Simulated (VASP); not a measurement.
Here is a VASP 6.6.1 calculation.

The input POSCAR:

```
CdTe
1.0
    0.0000000000      3.2799551172      3.2799551172
    3.2799551172      0.0000000000      3.2799551172
    3.2799551172      3.2799551172      0.0000000000
Cd Te
1 1
Direct
    0.0000000000      0.0000000000      0.0000000000
    0.2500000000      0.2500000000      0.2500000000
```

File INCAR.step1:

```
  PREC = Accurate
  ENCUT = 520
  ISMEAR = 0
  SIGMA = 0.01
  LREAL = False
  LASPH = True
  NELM = 100
  NBANDS = 16
  GGA = PE
  ALGO = Normal
  EDIFF = 1E-4
  LWAVE = True
  LCHARG = False
```

Contents of INCAR.step2:

```
  PREC = Accurate
  ENCUT = 520
  EDIFF = 1E-7
  ISMEAR = 0
  SIGMA = 0.01
  LREAL = False
  LASPH = True
  NELM = 100
  ALGO = Normal
  ISIF = 2
  LWAVE = False
  LCHARG = True
  METAGGA = R2SCAN
  LMIXTAU = True
  LELF = True
  LVHAR = True
  NBANDS = 16
  ISTART = 1
```

File KPOINTS:

```
Automatic mesh
0
Gamma
  6 6 6
```

Potentials or basis: VASP PAW PBE potentials, release 64 (Cd, Te).

Launch:

```bash
$ cat potpaw_PBE.64/Cd/POTCAR potpaw_PBE.64/Te/POTCAR > POTCAR
$ cp INCAR.step1 INCAR
$ mpirun -np 1 vasp_std > vasp.out
$ cp INCAR.step2 INCAR
$ mpirun -np 1 vasp_std > vasp.out
```

(1) Estimate the band gap on the k mesh.

(2) What does it give for the pressure?

Results:

(1) 1.15 eV.

(2) 0.1 GPa.

Caveat: the PAW data sets were made with another functional, which shifts forces and pressure a little; spin-orbit coupling is left out, which moves the levels of the heavy elements.
